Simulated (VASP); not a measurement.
# Be2SbP3 (Cmmm) in VASP: a series of runs

Be2SbP3 is run at these levels: PBE; tasks: single point, relaxation of cell and atoms.

Program: VASP 6.6.1. These are calculated values, not measurements. Logs are shortened: lines on timing, memory, paths and dates and some standing lists are left out, and cuts for length are marked.

## (1) The cell of the first run

The structure is orthorhombic, space group Cmmm (No. 65). The conventional cell has a = 5.181 Å, b = 7.761 Å, c = 4.870 Å, α = 90.00°, β = 90.00°, γ = 90.00°. Be (site symmetry m2m) has 5 P at 2.32 to 3.02 Å and 3 Be at 2.70 to 3.11 Å within 3.2 Å. Within 3.2 Å of Sb (site symmetry mmm) lie 8 P at 2.43 to 2.85 Å. Within 3.2 Å of P (site symmetry m2m) lie 3 P at 2.40 to 2.98 Å and 2 Be at 2.46 Å and 3 Sb at 2.68 to 2.85 Å. Within 3.1 Å of P (site symmetry mmm) lie 6 Be at 2.32 to 3.02 Å and 2 Sb at 2.43 Å.

The cell was generated, and may not be a known phase.

## (2) Single point, PBE

Contents of INCAR:

```
  PREC = Accurate
  ENCUT = 520
  EDIFF = 1E-6
  ISMEAR = 0
  SIGMA = 0.1
  LREAL = F
  LASPH = T
  NELM = 100
  ALGO = Normal
  ISIF = 2
  LWAVE = F
  LCHARG = F
  GGA = PE
  NBANDS = 21
```

Contents of KPOINTS:

```
Automatic mesh
0
Gamma
  4 4 4
```

Contents of POSCAR:

```
Be2SbP3
1.0
    2.5903534273     -3.8805370913      0.0000000000
    2.5903534273      3.8805370913      0.0000000000
    0.0000000000      0.0000000000      4.8699930017
Be Sb P
2 1 3
Direct
    0.2994626210      0.7005373790      0.0000000000
    0.7005373790      0.2994626210      0.0000000000
    0.0000000000      0.0000000000      0.5000000000
    0.6546446257      0.3453553743      0.5000000000
    0.3453553743      0.6546446257      0.5000000000
    0.0000000000      0.0000000000      0.0000000000
```

Potentials or basis: VASP PAW PBE potentials, release 64 (Be, Sb, P).

Started as:

```console
> cat potpaw_PBE.64/Be/POTCAR potpaw_PBE.64/Sb/POTCAR potpaw_PBE.64/P/POTCAR > POTCAR
> mpirun -np 1 vasp_std > vasp.out
```

OUTCAR:

```text
PREC = Accurate
   ENCUT = 520
   EDIFF = 1E-6
   ISMEAR = 0
   LREAL = F
   LASPH = T
   NELM = 100
   ISIF = 2
   GGA = PE

 ion  position               nearest neighbor table
   1  0.299  0.701  0.000-   6 2.32   5 2.46   5 2.46
   2  0.701  0.299  0.000-   6 2.32   4 2.46   4 2.46
   3  0.000  0.000  0.500-   6 2.43   6 2.43   4 2.68   5 2.68   4 2.85   5 2.85   4 2.85   5 2.85

   4  0.655  0.345  0.500-   5 2.40   2 2.46   2 2.46   3 2.68   3 2.85   3 2.85
   5  0.345  0.655  0.500-   4 2.40   1 2.46   1 2.46   3 2.68   3 2.85   3 2.85
   6  0.000  0.000  0.000-   1 2.32   2 2.32   3 2.43   3 2.43

  LATTYP: Found a base centered orthorhombic cell.
 ALAT       =     5.1807068546
 B/A-ratio  =     1.4980724446
 C/A-ratio  =     0.9400248148

  Lattice vectors:

 A1 = (   2.5903534273,  -3.8805370913,   0.0000000000)
 A2 = (   2.5903534273,   3.8805370913,   0.0000000000)
 A3 = (   0.0000000000,   0.0000000000,   4.8699930017)

Analysis of symmetry for initial positions (statically):
=====================================================================
 Subroutine PRICEL returns:
 Original cell was already a primitive cell.

 Routine SETGRP: Setting up the symmetry group for a
 base centered orthorhombic supercell.

 Subroutine GETGRP returns: Found  8 space group operations
 (whereof  8 operations were pure point group operations)
 out of a pool of  8 trial point group operations.

The static configuration has the point symmetry D_2h.

Analysis of symmetry for dynamics (positions and initial velocities):
=====================================================================
 Subroutine PRICEL returns:
 Original cell was already a primitive cell.

 Routine SETGRP: Setting up the symmetry group for a
 base centered orthorhombic supercell.

 Subroutine GETGRP returns: Found  8 space group operations
 (whereof  8 operations were pure point group operations)
 out of a pool of  8 trial point group operations.

The dynamic configuration has the point symmetry D_2h.

 Subroutine INISYM returns: Found  8 space group operations
 (whereof  8 operations are pure point group operations),
 and found     1 'primitive' translations

----------------------------------------------------------------------------------------

                                     Primitive cell

  volume of cell :      97.9060

  direct lattice vectors                    reciprocal lattice vectors
     2.590353427 -3.880537091  0.000000000     0.193023853 -0.128848144  0.000000000
     2.590353427  3.880537091  0.000000000     0.193023853  0.128848144  0.000000000
     0.000000000  0.000000000  4.869993002     0.000000000  0.000000000  0.205339104

  length of vectors
     4.665672405  4.665672405  4.869993002     0.232077685  0.232077685  0.205339104

  position of ions in fractional coordinates (direct lattice)
     0.299462621  0.700537379  0.000000000
     0.700537379  0.299462621  0.000000000
     0.000000000  0.000000000  0.500000000
     0.654644626  0.345355374  0.500000000
     0.345355374  0.654644626  0.500000000
     0.000000000  0.000000000  0.000000000

  ion indices of the primitive-cell ions
   primitive index   ion index
                 1           1
                 2           2
                 3           3
                 4           4
                 5           5
                 6           6

----------------------------------------------------------------------------------------

 KPOINTS: Automatic mesh

Automatic generation of k-mesh.
 Grid dimensions read from file:
 generate k-points for:    4    4    4

 Generating k-lattice:

  Cartesian coordinates                     Fractional coordinates (reciprocal lattice)
     0.048255963 -0.032212036  0.000000000     0.250000000  0.000000000  0.000000000
     0.048255963  0.032212036  0.000000000     0.000000000  0.250000000  0.000000000
     0.000000000  0.000000000  0.051334776     0.000000000  0.000000000  0.250000000

  Length of vectors
     0.058019421  0.058019421  0.051334776

  Shift w.r.t. Gamma in fractional coordinates (k-lattice)
     0.000000000  0.000000000  0.000000000

 Subroutine IBZKPT returns following result:
 ===========================================

 Found     21 irreducible k-points:

 Following reciprocal coordinates:
            Coordinates               Weight
  0.000000  0.000000  0.000000      1.000000
  0.250000  0.000000  0.000000      4.000000
  0.500000  0.000000  0.000000      2.000000
  0.250000  0.250000  0.000000      2.000000
  0.500000  0.250000  0.000000      4.000000
 -0.250000  0.250000  0.000000      2.000000
[... 13 lines left out ...]
 -0.250000  0.250000  0.500000      2.000000
  0.500000  0.500000  0.500000      1.000000
   k-points           NKPTS =     21   k-points in BZ     NKDIM =     21   number of bands    NBANDS=     21
   number of dos      NEDOS =    301   number of ions     NIONS =      6
   total plane-waves  NPLWV =  46656
   dimension x,y,z NGX =    36 NGY =   36 NGZ =   36
   dimension x,y,z NGXF=    72 NGYF=   72 NGZF=   72
   ions per type =               2   1   3
   NGX,Y,Z   is equivalent  to a cutoff of  12.83, 12.83, 12.29 a.u.
   NGXF,Y,Z  is equivalent  to a cutoff of  25.65, 25.65, 24.58 a.u.
 SYSTEM =  unknown system
   PREC   = accura    normal or accurate (medium, high low for compatibility)
   ISTART =      0    job   : 0-new  1-cont  2-samecut
   ICHARG =      2    charge: 1-file 2-atom 10-const
   ISPIN  =      1    spin polarized calculation?
   LNONCOLLINEAR =      F non collinear calculations
   LSORBIT =      F    spin-orbit coupling
   LASPH  =      T    aspherical Exc in radial PAW
   ENCUT  =  520.0 eV  38.22 Ry    6.18 a.u.   8.68  8.68  9.05*2*pi/ulx,y,z
   NELM   =    100;   NELMIN=  2; NELMDL= -5     # of ELM steps
   EDIFF  = 0.1E-05   stopping-criterion for ELM
   LREAL  =      F    real-space projection
[... 7 lines left out ...]
   TEBEG  =    0.0;   TEEND  =   0.0 temperature during run
   PSTRESS=    0.0 pullay stress
   NELECT =      24.0000    total number of electrons
   NUPDOWN=      -1.0000    fix difference up-down
   EMIN   =  10.00;   EMAX   =-10.00  energy-range for DOS
   EFERMI =   0.00;   METHOD = LEGACY
   ISMEAR =     0;   SIGMA  =   0.10  broadening in eV -4-tet -1-fermi 0-gaus
   EFERMI_NEDOS =   21; number of points for ismear=-14 and -15
   IALGO  =     38    algorithm
   IMIX   =      4    mixing-type and parameters
     AMIX     =   0.40;   BMIX     =  1.00
     AMIX_MAG =   1.60;   BMIX_MAG =  1.00
  volume/ion in A,a.u.               =      16.32       110.12
  Fermi-wavevector in a.u.,A,eV,Ry     =   1.024571  1.936159 14.282666  1.049746
  Thomas-Fermi vector in A             =   2.158365
   LORBIT       =      0    0 simple, 1 ext, 2 COOP (PROOUT), +10 PAW based schemes
   GGA     = PE    functional components
   LHFCALC =     F    Hartree Fock is set to
   AEXX    =    0.0000 exact exchange contribution
   IVDW    =     0    specifies the selected vdW correction
   LEPSILON=     F    determine dielectric tensor
   LRPA    =     F    only Hartree local field effects (RPA)
 non-spin polarized calculation
 Gauss-broadening in eV      SIGMA  =   0.10
  energy-cutoff  :      520.00
  volume of cell :       97.91
 maximum number of plane-waves:      2664
 NGX is ok and might be reduce to    36
   NGX = 17   NGY = 17   NGZ = 19

 number of electron      23.9999997 magnetization

 Free energy of the ion-electron system (eV)
  ---------------------------------------------------
  ext. energy  EPLUGINS =         0.00000000
  ---------------------------------------------------
  free energy    TOTEN  =       -24.85872362 eV

  energy without entropy =      -24.85554128  energy(sigma->0) =      -24.85713245

 E-fermi :   7.6193     XC(G=0): -10.3042

 val. band max:        7.6178834071   @ k =   0.0000   0.0000   0.5000
 cond. band min:       7.6447299793   @ k =   0.0000   0.0000   0.5000
 fundamental gap:      0.0268465723
 Fermi energy:         7.6193279222

 k-point     1 :       0.0000    0.0000    0.0000
  band No.  band energies     occupation
      1      -7.1521      2.00000
      2      -3.0496      2.00000
      3      -0.6187      2.00000
      4       0.4173      2.00000
      5       1.0205      2.00000
      6       2.4096      2.00000
[... 13 lines left out ...]
     20      12.6328      0.00000
     21      12.9021      0.00000

 k-point     2 :       0.2500    0.0000    0.0000
  band No.  band energies     occupation
      1      -6.7297      2.00000
      2      -3.6637      2.00000
      3      -1.4257      2.00000
      4       0.5362      2.00000
      5       0.7305      2.00000
      6       1.2626      2.00000
[... 13 lines left out ...]
     20      12.4181      0.00000
     21      13.9161      0.00000

 k-point     3 :       0.5000    0.0000    0.0000
  band No.  band energies     occupation
      1      -5.8664      2.00000
      2      -4.8933      2.00000
      3      -1.7651      2.00000
      4       0.5797      2.00000
      5       0.6438      2.00000
      6       1.1904      2.00000
[... 13 lines left out ...]
     20      13.4153      0.00000
     21      13.5472      0.00000

 k-point     4 :       0.2500    0.2500    0.0000
  band No.  band energies     occupation
      1      -6.0659      2.00000
      2      -4.2197      2.00000
      3      -2.7289      2.00000
      4      -0.1383      2.00000
      5       1.1316      2.00000
      6       2.9250      2.00000
[... 13 lines left out ...]
     20      12.8782      0.00000
     21      13.3511      0.00000

 k-point     5 :       0.5000    0.2500    0.0000
  band No.  band energies     occupation
      1      -5.8395      2.00000
      2      -4.2880      2.00000
      3      -2.8669      2.00000
      4      -0.1131      2.00000
      5       1.2915      2.00000
      6       2.3583      2.00000
[... 13 lines left out ...]
     20      12.8667      0.00000
     21      13.8100      0.00000

 k-point     6 :      -0.2500    0.2500    0.0000
  band No.  band energies     occupation
      1      -6.6270      2.00000
      2      -3.4431      2.00000
      3      -1.7389      2.00000
      4       0.2032      2.00000
      5       0.8320      2.00000
      6       1.0886      2.00000
[... 13 lines left out ...]
     20      12.9343      0.00000
     21      13.8265      0.00000

 k-point     7 :       0.5000    0.5000    0.0000
  band No.  band energies     occupation
      1      -5.6580      2.00000
      2      -3.9164      2.00000
      3      -3.4282      2.00000
      4       0.2942      2.00000
      5       0.5001      2.00000
      6       1.4387      2.00000
[... 13 lines left out ...]
     20      13.5108      0.00000
     21      14.0555      0.00000
[... 219 lines left out ...]
      1      -4.7511      2.00000
      2      -4.6270      2.00000
      3      -4.1452      2.00000
      4      -0.7111      2.00000
      5       0.8764      2.00000
      6       1.2754      2.00000
[... 13 lines left out ...]
     20      11.9727      0.00000
     21      12.1292      0.00000

 k-point    18 :       0.2500    0.2500    0.5000
  band No.  band energies     occupation
      1      -5.2796      2.00000
      2      -4.1502      2.00000
      3      -3.2545      2.00000
      4      -2.5333      2.00000
      5       1.5237      2.00000
      6       1.8150      2.00000
[... 13 lines left out ...]
     20      11.5234      0.00000
     21      12.2551      0.00000

 k-point    19 :       0.5000    0.2500    0.5000
  band No.  band energies     occupation
      1      -4.9197      2.00000
      2      -4.0807      2.00000
      3      -3.6707      2.00000
      4      -2.4270      2.00000
      5       1.0310      2.00000
      6       2.3593      2.00000
[... 13 lines left out ...]
     20      12.1602      0.00000
     21      12.2434      0.00000

 k-point    20 :      -0.2500    0.2500    0.5000
  band No.  band energies     occupation
      1      -5.9590      2.00000
      2      -4.2570      2.00000
      3      -2.1744      2.00000
      4      -1.2312      2.00000
      5       1.4949      2.00000
      6       1.6498      2.00000
[... 13 lines left out ...]
     20      12.4847      0.00000
     21      13.1347      0.00000

 k-point    21 :       0.5000    0.5000    0.5000
  band No.  band energies     occupation
      1      -4.5390      2.00000
      2      -4.0097      2.00000
      3      -3.7041      2.00000
      4      -2.7064      2.00000
      5       0.7929      2.00000
      6       1.0534      2.00000
[... 13 lines left out ...]
     20      12.2567      0.00000
     21      12.9567      0.00000

------------------------ aborting loop because EDIFF is reached ----------------------------------------

  FORCE on cell =-STRESS in cart. coord.  units (eV):
  Direction    XX          YY          ZZ          XY          YZ          ZX
  --------------------------------------------------------------------------------------
  -------------------------------------------------------------------------------------
  Total       -0.0713905     -0.0206751      0.1451004     -0.0000000      0.0000000      0.0000000
  in kB       -1.1682669     -0.3383362      2.3744878     -0.0000000      0.0000000      0.0000000
  external PRESSURE =       0.2892949 kB  Pullay stress =       0.0000000 kB

 VOLUME and BASIS-vectors are now :
 -----------------------------------------------------------------------------
  energy-cutoff  :      520.00
  volume of cell :       97.91
      direct lattice vectors                 reciprocal lattice vectors
     2.590353427 -3.880537091  0.000000000     0.193023853 -0.128848144  0.000000000
     2.590353427  3.880537091  0.000000000     0.193023853  0.128848144  0.000000000
     0.000000000  0.000000000  4.869993002     0.000000000  0.000000000  0.205339104

 POSITION                                       TOTAL-FORCE (eV/Angst)
 -----------------------------------------------------------------------------------
      2.59035      1.55639      0.00000         0.000000      0.001543     -0.000000
      2.59035     -1.55639      0.00000         0.000000     -0.001543     -0.000000
      0.00000      0.00000      2.43500         0.000000     -0.000000     -0.000000
      2.59035     -1.20021      2.43500         0.000000      0.028080      0.000000
      2.59035      1.20021      2.43500         0.000000     -0.028080     -0.000000
      0.00000      0.00000      0.00000         0.000000      0.000000     -0.000000
 -----------------------------------------------------------------------------------
    total drift:                                0.000000      0.000000     -0.000000

  FREE ENERGIE OF THE ION-ELECTRON SYSTEM (eV)
  ---------------------------------------------------
  free  energy   TOTEN  =       -24.8587236166 eV

  energy  without entropy=      -24.8555412769  energy(sigma->0) =      -24.85713245
```

Run time: 14 s. Hardware: 1 thread of Intel Xeon 6975P-C (Granite Rapids), shared host; peak memory 0.22 GiB.

Results:

```
Free energy            : -24.8587 eV
Pressure               : 0.0 GPa
Largest force          : 0.028 eV/Å
Band gap on the k mesh : zero (bands 12 and 13 overlap by 2.58 eV)
```

Forces in eV/Å, atoms in the order of the input:
```
Be   0.000  0.002  0.000
Be   0.000 -0.002  0.000
Sb   0.000  0.000  0.000
P    0.000  0.028  0.000
P    0.000 -0.028  0.000
P    0.000  0.000  0.000
```

Caveat: the k points lie up to 0.36 Å⁻¹ apart, too coarse for converged energies and pressures of a metal; spin-orbit coupling is left out, which moves the levels of the heavy elements.

## (3) Single point, PBE

This run uses another cell than the first one, of 19.23 Å³/atom.

Contents of INCAR:

```
PREC     = Accurate       # precision mode
ENCUT    = 520            # plane-wave cutoff, eV
EDIFF    = 1E-6           # SCF threshold, eV
ISMEAR   = 0              # smearing method
SIGMA    = 0.1            # smearing width, eV
LREAL    = F              # projectors in reciprocal space
LASPH    = T              # aspherical terms in the spheres
NELM     = 100            # most SCF steps
ALGO     = Normal         # electronic algorithm
ISIF     = 2              # what is computed and relaxed
LWAVE    = F              # write WAVECAR
LCHARG   = F              # write CHGCAR
GGA      = PE             # functional
NBANDS   = 21             # bands
```

Contents of KPOINTS:

```
regular mesh
0
Gamma
  4 4 4
```

Contents of POSCAR:

```
Be2SbP3
1.0
    2.5122509500     -3.8614977300      0.0000000000
    2.5122509500      3.8614977300      0.0000000000
    0.0000000000      0.0000000000      5.9455449800
Be Sb P
2 1 3
Direct
    0.3409782200      0.6590217800      0.0000000000
    0.6590217800      0.3409782200      0.0000000000
    0.0000000000      0.0000000000      0.5000000000
    0.6380633900      0.3619366100      0.5000000000
    0.3619366100      0.6380633900      0.5000000000
    0.0000000000      0.0000000000      0.0000000000
```

Potentials or basis: VASP PAW PBE potentials, release 64 (Be, Sb, P).

Started as:

```console
> cat potpaw_PBE.64/Be/POTCAR potpaw_PBE.64/Sb/POTCAR potpaw_PBE.64/P/POTCAR > POTCAR
> mpirun -np 1 vasp_std > vasp.out
```

Run time: 18 s. Hardware: 1 thread of Intel Xeon 6975P-C (Granite Rapids), shared host; peak memory 0.25 GiB.

The run converged. Its results:

| Property | Result |
| --- | --- |
| Free energy | -23.2455 eV |
| Pressure | -6.3 GPa |
| Largest force | 1.140 eV/Å |
| Band gap on the k mesh | zero (bands 12 and 13 overlap by 1.55 eV) |

Forces on the atoms (eV/Å):
```
Be   0.000  0.322  0.000
Be   0.000 -0.322  0.000
Sb   0.000  0.000  0.000
P    0.000 -1.140  0.000
P    0.000  1.140  0.000
P    0.000  0.000  0.000
```

Stress tensor (GPa, compression positive):
```
 -3.26   0.00   0.00
  0.00  -3.33   0.00
  0.00   0.00 -12.41
```

Levels at points of the mesh, in eV from the Fermi level:
```csv
k point,band 9,band 10,band 11,band 12,band 13,band 14,band 15,band 16
"(0.00, 0.00, 0.00)",-2.89,-1.88,-1.65,-1.36,-1.35,0.33,0.76,0.81
"(0.50, 0.00, 0.00)",-2.78,-0.66,-0.51,-0.02,0.04,1.05,3.04,3.44
"(0.50, 0.50, 0.00)",-2.34,-2.23,-1.83,-0.98,1.32,1.83,3.07,3.89
"(0.00, 0.00, 0.50)",-2.62,-2.21,-2.07,-1.63,-1.39,0.18,0.35,0.36
"(0.50, 0.00, 0.50)",-1.61,-1.43,-0.51,0.10,0.32,0.72,1.49,2.26
"(0.50, 0.50, 0.50)",-1.58,-0.80,-0.32,-0.06,1.24,1.38,1.87,1.98
```

Caveat: the k points lie up to 0.37 Å⁻¹ apart, too coarse for converged energies and pressures of a metal; spin-orbit coupling is left out, which moves the levels of the heavy elements; forces of over 1 eV/Å act on the atoms, so gaps and moduli don't describe the material at rest.

(Part 1 of 2 ends here.)

The gap in the log of VASP goes by the Fermi energy; the results here count the filled bands.